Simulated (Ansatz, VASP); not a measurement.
## Two plane-wave programs on GaSb2

```
Ga Sb
1.0
     3.23258    0.00000    0.00000
    -1.61629    2.79949    0.00000
     0.00000    0.00000    7.87352
Ga Sb
1 2
Cartesian
  0.0000 0.0000 0.0000
  0.0000 1.8663 5.2134
  1.6163 0.9332 2.6601
```

Change from the starting cell: species swapped into the ZnCu2 type (P-3m1, No. 164).

Alike in both runs: task relaxation of cell and atoms; functional PBE; k mesh 6 × 6 × 2; occupations gaussian, width 0.1 eV; no spin polarisation.

```csv
,VASP,Ansatz
version,VASP 6.6.1,Ansatz 0.2.0
potentials or method,"VASP PAW PBE potentials, release 64 (Ga_d, Sb), cutoff 600 eV","scalar-relativistic, plane waves, PAW"
valence electrons in the cell,23,43
```

VASP gave:

| Property | Result |
| --- | --- |
| gap on the k mesh at the Fermi level, each at its own relaxed structure (eV) | none |
| relaxed volume (Å³/atom) | 25.84 |
| relaxed cell length with the largest relative difference (Å) | 7.870 |

Estimate Ansatz's values.

gap on the k mesh at the Fermi level, each at its own relaxed structure (eV): none; relaxed volume (Å³/atom): 25.69; relaxed cell length with the largest relative difference (Å): 7.996.

A gap of «none» marks a metal or a gap that the smearing closes. VASP's potentials hold 23 valence electrons a cell and Ansatz's 43, so a difference there can come from the potentials and not from the codes.

The k mesh is coarse, so the values compare programs but aren't converged. Spin-orbit coupling is off throughout.
